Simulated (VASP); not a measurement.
# AlRu (Pm-3m) in VASP: further runs

The runs below take AlRu through single point, with PBEsol, PBE.

Everything below comes from runs of VASP 6.6.1. Logs are shortened: lines on timing, memory, paths and dates and some standing lists are left out, and cuts for length are marked.

## (1) The cell of the first run

Symmetry: Pm-3m, No. 221, cubic system. The conventional cell has a = 2.982 Å, b = 2.982 Å, c = 2.982 Å, α = 90.00°, β = 90.00°, γ = 90.00°. Within 3.4 Å of Al (site symmetry m-3m) lie 8 Ru at 2.58 Å and 6 Al at 2.98 Å. Within 3.4 Å of Ru (site symmetry m-3m) lie 8 Al at 2.58 Å and 6 Ru at 2.98 Å.

## (2) Single point, PBEsol

Input file INCAR:

```
SYSTEM = AlRu
PREC = Accurate
ENCUT = 520
EDIFF = 1E-6
ISMEAR = 0
SIGMA = 0.1
LREAL = .FALSE.
LASPH = .TRUE.
NELM = 80
ALGO = Normal
ISIF = 2
LWAVE = .FALSE.
LCHARG = .FALSE.
GGA = PS
NBANDS = 16
```

Input file KPOINTS:

```
regular mesh
0
G
  4 4 4
  0 0 0
```

Input file POSCAR:

```
AlRu
1.0
    2.9824954400      0.0000000000      0.0000000000
    0.0000000000      2.9824954400      0.0000000000
    0.0000000000      0.0000000000      2.9824954400
Al Ru
1 1
Direct
    0.0000000000      0.0000000000      0.0000000000
    0.5000000000      0.5000000000      0.5000000000
```

Potentials or basis: VASP PAW PBE potentials, release 64 (Al, Ru_pv).

The run is started by

```sh
$ cat potpaw_PBE.64/Al/POTCAR potpaw_PBE.64/Ru_pv/POTCAR > POTCAR
$ mpirun -np 1 vasp_std > vasp.out
```

OUTCAR:

```text
SYSTEM = AlRu
   PREC = Accurate
   ENCUT = 520
   EDIFF = 1E-6
   ISMEAR = 0
   LREAL = .FALSE.
   LASPH = .TRUE.
   NELM = 80
   ISIF = 2
   GGA = PS

 ion  position               nearest neighbor table
   1  0.000  0.000  0.000-   2 2.58   2 2.58   2 2.58   2 2.58   2 2.58   2 2.58   2 2.58   2 2.58

   2  0.500  0.500  0.500-   1 2.58   1 2.58   1 2.58   1 2.58   1 2.58   1 2.58   1 2.58   1 2.58

  LATTYP: Found a simple cubic cell.
 ALAT       =     2.9824954400

  Lattice vectors:

 A1 = (   2.9824954400,   0.0000000000,   0.0000000000)
 A2 = (   0.0000000000,   2.9824954400,   0.0000000000)
 A3 = (   0.0000000000,   0.0000000000,   2.9824954400)

Analysis of symmetry for initial positions (statically):
=====================================================================
 Subroutine PRICEL returns:
 Original cell was already a primitive cell.

 Routine SETGRP: Setting up the symmetry group for a
 simple cubic supercell.

 Subroutine GETGRP returns: Found 48 space group operations
 (whereof 48 operations were pure point group operations)
 out of a pool of 48 trial point group operations.

The static configuration has the point symmetry O_h .

Analysis of symmetry for dynamics (positions and initial velocities):
=====================================================================
 Subroutine PRICEL returns:
 Original cell was already a primitive cell.

 Routine SETGRP: Setting up the symmetry group for a
 simple cubic supercell.

 Subroutine GETGRP returns: Found 48 space group operations
 (whereof 48 operations were pure point group operations)
 out of a pool of 48 trial point group operations.

The dynamic configuration has the point symmetry O_h .

 Subroutine INISYM returns: Found 48 space group operations
 (whereof 48 operations are pure point group operations),
 and found     1 'primitive' translations

----------------------------------------------------------------------------------------

                                     Primitive cell

  volume of cell :      26.5301

  direct lattice vectors                    reciprocal lattice vectors
     2.982495440  0.000000000  0.000000000     0.335289700  0.000000000  0.000000000
     0.000000000  2.982495440  0.000000000     0.000000000  0.335289700  0.000000000
     0.000000000  0.000000000  2.982495440     0.000000000  0.000000000  0.335289700

  length of vectors
     2.982495440  2.982495440  2.982495440     0.335289700  0.335289700  0.335289700

  position of ions in fractional coordinates (direct lattice)
     0.000000000  0.000000000  0.000000000
     0.500000000  0.500000000  0.500000000

  ion indices of the primitive-cell ions
   primitive index   ion index
                 1           1
                 2           2

----------------------------------------------------------------------------------------

 KPOINTS: regular mesh

Automatic generation of k-mesh.
 Grid dimensions read from file:
 generate k-points for:    4    4    4

 Generating k-lattice:

  Cartesian coordinates                     Fractional coordinates (reciprocal lattice)
     0.083822425  0.000000000  0.000000000     0.250000000  0.000000000  0.000000000
     0.000000000  0.083822425  0.000000000     0.000000000  0.250000000  0.000000000
     0.000000000  0.000000000  0.083822425     0.000000000  0.000000000  0.250000000

  Length of vectors
     0.083822425  0.083822425  0.083822425

  Shift w.r.t. Gamma in fractional coordinates (k-lattice)
     0.000000000  0.000000000  0.000000000

 Subroutine IBZKPT returns following result:
 ===========================================

 Found     10 irreducible k-points:

 Following reciprocal coordinates:
            Coordinates               Weight
  0.000000  0.000000  0.000000      1.000000
  0.250000  0.000000  0.000000      6.000000
  0.500000  0.000000  0.000000      3.000000
  0.250000  0.250000  0.000000     12.000000
  0.500000  0.250000  0.000000     12.000000
  0.500000  0.500000  0.000000      3.000000
  0.250000  0.250000  0.250000      8.000000
  0.500000  0.250000  0.250000     12.000000
  0.500000  0.500000  0.250000      6.000000
  0.500000  0.500000  0.500000      1.000000
   k-points           NKPTS =     10   k-points in BZ     NKDIM =     10   number of bands    NBANDS=     16
   number of dos      NEDOS =    301   number of ions     NIONS =      2
   total plane-waves  NPLWV =  13824
   dimension x,y,z NGX =    24 NGY =   24 NGZ =   24
   dimension x,y,z NGXF=    48 NGYF=   48 NGZF=   48
   ions per type =               1   1
   NGX,Y,Z   is equivalent  to a cutoff of  13.38, 13.38, 13.38 a.u.
   NGXF,Y,Z  is equivalent  to a cutoff of  26.76, 26.76, 26.76 a.u.
 SYSTEM =  AlRu
   PREC   = accura    normal or accurate (medium, high low for compatibility)
   ISTART =      0    job   : 0-new  1-cont  2-samecut
   ICHARG =      2    charge: 1-file 2-atom 10-const
   ISPIN  =      1    spin polarized calculation?
[... 51 lines left out ...]
 cond. band min:      11.2397014900   @ k =   0.5000   0.0000   0.0000
 fundamental gap:      0.1328614518
 Fermi energy:        11.1325254580

 k-point     1 :       0.0000    0.0000    0.0000
  band No.  band energies     occupation
      1     -30.9141      2.00000
      2     -30.9141      2.00000
      3     -30.9141      2.00000
      4       0.9838      2.00000
      5       7.1187      2.00000
      6       7.1187      2.00000
[... 8 lines left out ...]
     15      22.8300      0.00000
     16      25.9761      0.00000

 k-point     2 :       0.2500    0.0000    0.0000
  band No.  band energies     occupation
      1     -31.0244      2.00000
      2     -30.9048      2.00000
      3     -30.9048      2.00000
      4       2.1458      2.00000
      5       7.2159      2.00000
      6       7.4961      2.00000
[... 8 lines left out ...]
     15      23.6058      0.00000
     16      27.2902      0.00000

 k-point     3 :       0.5000    0.0000    0.0000
  band No.  band energies     occupation
      1     -31.1331      2.00000
      2     -30.8954      2.00000
      3     -30.8954      2.00000
      4       4.8258      2.00000
      5       5.2271      2.00000
      6       7.9361      2.00000
[... 8 lines left out ...]
     15      23.6057      0.00000
     16      23.6057      0.00000

 k-point     4 :       0.2500    0.2500    0.0000
  band No.  band energies     occupation
      1     -31.0154      2.00000
      2     -31.0101      2.00000
      3     -30.8954      2.00000
      4       3.1587      2.00000
      5       7.2804      2.00000
      6       7.9786      2.00000
[... 8 lines left out ...]
     15      24.6083      0.00000
     16      26.2461      0.00000

 k-point     5 :       0.5000    0.2500    0.0000
  band No.  band energies     occupation
      1     -31.1191      2.00000
      2     -31.0010      2.00000
      3     -30.8859      2.00000
      4       4.9699      2.00000
      5       6.0225      2.00000
      6       8.5530      2.00000
[... 8 lines left out ...]
     15      22.8341      0.00000
     16      24.4782      0.00000

 k-point     6 :       0.5000    0.5000    0.0000
  band No.  band energies     occupation
      1     -31.1051      2.00000
      2     -31.1051      2.00000
      3     -30.8764      2.00000
      4       4.6548      2.00000
      5       7.6254      2.00000
      6       9.3475      2.00000
[... 8 lines left out ...]
     15      25.2287      0.00000
     16      25.2287      0.00000

 k-point     7 :       0.2500    0.2500    0.2500
  band No.  band energies     occupation
      1     -31.0057      2.00000
      2     -30.9995      2.00000
      3     -30.9995      2.00000
      4       3.9931      2.00000
      5       7.7703      2.00000
      6       7.7703      2.00000
[... 8 lines left out ...]
     15      23.0999      0.00000
     16      23.0999      0.00000

 k-point     8 :       0.5000    0.2500    0.2500
  band No.  band energies     occupation
      1     -31.1061      2.00000
      2     -30.9918      2.00000
      3     -30.9887      2.00000
      4       5.2355      2.00000
      5       6.8034      2.00000
      6       7.3328      2.00000
[... 8 lines left out ...]
     15      22.8351      0.00000
     16      24.0248      0.00000

 k-point     9 :       0.5000    0.5000    0.2500
  band No.  band energies     occupation
      1     -31.0931      2.00000
      2     -31.0931      2.00000
      3     -30.9794      2.00000
      4       5.2640      2.00000
      5       7.0023      2.00000
      6       7.0023      2.00000
[... 8 lines left out ...]
     15      22.0370      0.00000
     16      22.8315      0.00000

 k-point    10 :       0.5000    0.5000    0.5000
  band No.  band energies     occupation
      1     -31.0811      2.00000
      2     -31.0811      2.00000
      3     -31.0811      2.00000
      4       6.0680      2.00000
      5       6.0680      2.00000
      6       6.0680      2.00000
[... 8 lines left out ...]
     15      19.4156      0.00000
     16      22.6191      0.00000

------------------------ aborting loop because EDIFF is reached ----------------------------------------

  FORCE on cell =-STRESS in cart. coord.  units (eV):
  Direction    XX          YY          ZZ          XY          YZ          ZX
  --------------------------------------------------------------------------------------
  -------------------------------------------------------------------------------------
  Total       -0.6011471     -0.6011471     -0.6011471      0.0000000     -0.0000000      0.0000000
  in kB      -36.3037935    -36.3037935    -36.3037935      0.0000000     -0.0000000      0.0000000
  external PRESSURE =     -36.3037935 kB  Pullay stress =       0.0000000 kB

 VOLUME and BASIS-vectors are now :
 -----------------------------------------------------------------------------
  energy-cutoff  :      520.00
  volume of cell :       26.53
      direct lattice vectors                 reciprocal lattice vectors
     2.982495440  0.000000000  0.000000000     0.335289700  0.000000000  0.000000000
     0.000000000  2.982495440  0.000000000     0.000000000  0.335289700  0.000000000
     0.000000000  0.000000000  2.982495440     0.000000000  0.000000000  0.335289700

 POSITION                                       TOTAL-FORCE (eV/Angst)
 -----------------------------------------------------------------------------------
      0.00000      0.00000      0.00000         0.000000      0.000000      0.000000
      1.49125      1.49125      1.49125         0.000000      0.000000      0.000000
 -----------------------------------------------------------------------------------
    total drift:                                0.000000     -0.000000     -0.000000

  FREE ENERGIE OF THE ION-ELECTRON SYSTEM (eV)
  ---------------------------------------------------
  free  energy   TOTEN  =       -15.7833002832 eV

  energy  without entropy=      -15.7772584619  energy(sigma->0) =      -15.78027937
```

Wall time 3.8 s (1 thread of Intel Xeon 6975P-C, shared host); peak memory 0.13 GiB.

What came out:

```
Free energy : -15.7833 eV
Pressure    : -3.6 GPa
```

Levels at points of the mesh, in eV from the Fermi level:
| k point | band 5 | band 6 | band 7 | band 8 | band 9 | band 10 | band 11 | band 12 | band 13 | band 14 |
| --- | --- | --- | --- | --- | --- | --- | --- | --- | --- | --- |
| (0.00, 0.00, 0.00) | -4.01 | -4.01 | -0.15 | -0.15 | -0.15 | 5.70 | 5.70 | 5.70 | 10.65 | 10.65 |
| (0.50, 0.00, 0.00) | -5.91 | -3.20 | -1.98 | -1.98 | 0.11 | 1.96 | 7.03 | 10.64 | 10.64 | 11.70 |
| (0.50, 0.50, 0.00) | -3.51 | -1.79 | -1.79 | -1.54 | -1.54 | 1.20 | 4.96 | 6.00 | 10.25 | 11.70 |
| (0.50, 0.50, 0.50) | -5.06 | -5.06 | 1.30 | 1.30 | 2.23 | 3.72 | 3.72 | 3.72 | 8.28 | 8.28 |

Caveat: the k points lie up to 0.53 Å⁻¹ apart; the PAW data sets were made with another functional, which shifts forces and pressure a little.

## (3) Single point, PBE

This run uses another cell than the first one, of 14.32 Å³/atom, 1.080 times its volume.

Input file INCAR:

```
PREC     = Accurate       # precision mode
ENCUT    = 520            # plane-wave cutoff, eV
EDIFF    = 1E-6           # SCF threshold, eV
ISMEAR   = 0              # smearing method
SIGMA    = 0.1            # smearing width, eV
LREAL    = False          # projectors in reciprocal space
LASPH    = True           # aspherical terms in the spheres
NELM     = 80             # most SCF steps
ALGO     = Normal         # electronic algorithm
ISIF     = 2              # what is computed and relaxed
LWAVE    = False          # write WAVECAR
LCHARG   = True           # write CHGCAR
GGA      = PE             # functional
LELF     = True           # ELF
LVHAR    = True         
NBANDS   = 16             # bands
NELECT   = 16.5
```

Input file KPOINTS:

```
Automatic mesh
0
Gamma
  5 5 5
```

Input file POSCAR:

```
AlRu
1.0
    3.0595792130      0.0000000000      0.0000000000
    0.0000000000      3.0595792130      0.0000000000
    0.0000000000      0.0000000000      3.0595792130
Al Ru
1 1
Direct
    0.0000000000      0.0000000000      0.0000000000
    0.5000000000      0.5000000000      0.5000000000
```

Potentials or basis: VASP PAW PBE potentials, release 64 (Al, Ru_pv).

The run is started by

```sh
$ cat potpaw_PBE.64/Al/POTCAR potpaw_PBE.64/Ru_pv/POTCAR > POTCAR
$ mpirun -np 1 vasp_std > vasp.out
```

Wall time 3.4 s (1 thread of Intel Xeon 6975P-C, shared host); peak memory 0.14 GiB.

The run converged. Its results:

```yaml
Free_energy: -19.0129 eV
```

Levels at points of the mesh, in eV from the Fermi level:
```csv
k point,band 4,band 5,band 6,band 7,band 8,band 9,band 10,band 11,band 12,band 13
"(0.00, 0.00, 0.00)",-8.71,-2.95,-2.95,0.29,0.29,0.29,6.35,6.35,6.35,11.09
```

Caveat: the k points lie up to 0.41 Å⁻¹ apart; the cell carries a net charge on a neutralising background, which shifts energy and pressure; the cell is charged against a uniform background, so pressure and absolute levels hang on convention.

## (4) Single point, PBE

This run uses another cell than the first one, of 13.80 Å³/atom, 1.040 times its volume.

Input file INCAR:

```
  PREC = Accurate
  ENCUT = 520
  EDIFF = 1E-6
  ISMEAR = -4
  SIGMA = 0.1
  LREAL = False
  LASPH = True
  NELM = 80
  ALGO = Normal
  ISIF = 2
  LWAVE = False
  LCHARG = False
  GGA = PE
  NBANDS = 16
```

Input file KPOINTS:

```
regular mesh
0
Gamma
  4 4 4
```

Input file POSCAR:

```
AlRu
1.0
    3.0217433019      0.0000000000      0.0000000000
    0.0000000000      3.0217433019      0.0000000000
    0.0000000000      0.0000000000      3.0217433019
Al Ru
1 1
Direct
    0.0000000000      0.0000000000      0.0000000000
    0.5000000000      0.5000000000      0.5000000000
```

The run is started by

```sh
$ cat potpaw_PBE.64/Al/POTCAR potpaw_PBE.64/Ru_pv/POTCAR > POTCAR
$ mpirun -np 1 vasp_std > vasp.out
```

Run time: 3.2 s. Hardware: 1 thread of Intel Xeon 6975P-C, shared host; peak memory 0.14 GiB.

The run converged. Its results:

```yaml
Free_energy: -14.0092 eV
Pressure: -1.2 GPa
```

Levels at points of the mesh, in eV from the Fermi level:
```
           k point  band 5  band 6  band 7  band 8  band 9  band 10  band 11  band 12
(0.00, 0.00, 0.00)   -3.45   -3.45    0.13    0.13    0.13     5.88     5.88     5.88
(0.50, 0.00, 0.00)   -5.49   -2.68   -1.58   -1.58    0.37     2.15     7.40    10.82
(0.50, 0.50, 0.00)   -2.98   -1.40   -1.40   -1.15   -1.15     1.43     5.08     5.89
(0.50, 0.50, 0.50)   -4.51   -4.51    1.52    1.52    2.33     4.01     4.01     4.01
```

Caveat: the k points lie up to 0.52 Å⁻¹ apart.

## (5) Single point, PBE

This run uses another cell than the first one, of 13.41 Å³/atom, 1.011 times its volume.

Input file INCAR:

```
PREC = Accurate ; ENCUT = 520
EDIFF = 1E-6 ; ISMEAR = 0
SIGMA = 0.1 ; LREAL = False
LASPH = True ; NELM = 60
ALGO = Fast ; ISIF = 2
LWAVE = False ; LCHARG = False
GGA = PE ; NBANDS = 16
```

Input file KPOINTS:

```
Automatic mesh
0
Gamma
  4 4 4
```

Input file POSCAR:

```
AlRu
1.0
    2.9930360385      0.0000000000      0.0000000000
    0.0000000000      2.9930360385      0.0000000000
    0.0000000000      0.0000000000      2.9930360385
Al Ru
1 1
Direct
    0.0083823083      0.0000000000      0.0000000000
    0.5083821767      0.5000000000      0.5000000000
```

The run is started by

```sh
$ cat potpaw_PBE.64/Al/POTCAR potpaw_PBE.64/Ru_pv/POTCAR > POTCAR
$ mpirun -np 1 vasp_std > vasp.out
```

Wall time 3.3 s (1 thread of Intel Xeon 6975P-C, shared host); peak memory 0.14 GiB.

Results (log left out):

* Free energy: -14.5187 eV
* Pressure: 0.0 GPa

Levels at points of the mesh, in eV from the Fermi level:
| k point | band 6 | band 7 | band 8 | band 9 | band 10 | band 11 | band 12 | band 13 |
| --- | --- | --- | --- | --- | --- | --- | --- | --- |
| (0.00, 0.00, 0.00) | -3.91 | -0.15 | -0.15 | -0.15 | 5.68 | 5.68 | 5.68 | 10.59 |
| (0.50, 0.00, 0.00) | -3.10 | -1.94 | -1.94 | 0.10 | 1.95 | 7.05 | 10.64 | 10.64 |
| (0.50, 0.50, 0.00) | -1.75 | -1.75 | -1.50 | -1.50 | 1.20 | 4.95 | 5.87 | 10.18 |
| (0.50, 0.50, 0.50) | -4.98 | 1.30 | 1.30 | 2.16 | 3.76 | 3.76 | 3.76 | 8.16 |

Caveat: the k points lie up to 0.52 Å⁻¹ apart.

## (6) Single point, PBE

Changes to INCAR since step 5:

```diff
@@ -4,3 +4,3 @@
 LASPH = True ; NELM = 60
-ALGO = Fast ; ISIF = 2
+ALGO = Normal ; ISIF = 2
 LWAVE = False ; LCHARG = False
```

KPOINTS is that of step 5.

Input file POSCAR:

```
AlRu
1.0
    2.9824954400      0.0000000000      0.0000000000
    0.0000000000      2.9824954400      0.0000000000
    0.0000000000      0.0000000000      2.9824954400
Al Ru
1 1
Direct
    0.0000000000      0.0000000000      0.0000000000
    0.5000000000      0.5000000000      0.5000000000
```

Potentials or basis: VASP PAW PBE potentials, release 64 (Al, Ru_pv).

The run is started by

```sh
$ cat potpaw_PBE.64/Al/POTCAR potpaw_PBE.64/Ru_pv/POTCAR > POTCAR
$ mpirun -np 1 vasp_std > vasp.out
```

Run time: 3.1 s. Hardware: 1 thread of Intel Xeon 6975P-C, shared host; peak memory 0.14 GiB.

It converged, with:

| Quantity | Value |
| --- | --- |
| Free energy | -14.5167 eV |
| Pressure | 2.2 GPa |

Levels at points of the mesh, in eV from the Fermi level:
```csv
k point,band 6,band 7,band 8,band 9,band 10,band 11,band 12,band 13
"(0.00, 0.00, 0.00)",-3.97,-0.15,-0.15,-0.15,5.73,5.73,5.73,10.65
"(0.50, 0.00, 0.00)",-3.15,-1.97,-1.97,0.11,1.98,7.04,10.69,10.69
"(0.50, 0.50, 0.00)",-1.77,-1.77,-1.53,-1.53,1.23,5.02,5.97,10.26
"(0.50, 0.50, 0.50)",-5.05,1.32,1.32,2.22,3.78,3.78,3.78,8.26
```

Caveat: the k points lie up to 0.53 Å⁻¹ apart.

## (7) Overview

```csv
level,cell,smearing,gap on the mesh (eV),pressure (GPa)
PBEsol,"a = 2.982 Å, 2 atoms",gaussian 0.1 eV,none,-3.6
PBE,"a = 3.022 Å, 2 atoms",tetrahedron,none,-1.2
PBE,"a = 2.993 Å, 2 atoms",gaussian 0.1 eV,none,0.0
PBE,"a = 2.982 Å, 2 atoms",gaussian 0.1 eV,none,2.2
```

Alike in all rows: task single point; potentials or basis VASP PAW PBE potentials, release 64 (Al, Ru_pv); no spin polarisation; k mesh 4 × 4 × 4; cutoff (eV) 520.

Caveats: all runs use coarse meshes; the PAW data sets were made with another functional, which shifts forces and pressure a little (some runs).

Total energies depend on the potentials used, so only differences within one code and one set of settings carry meaning.
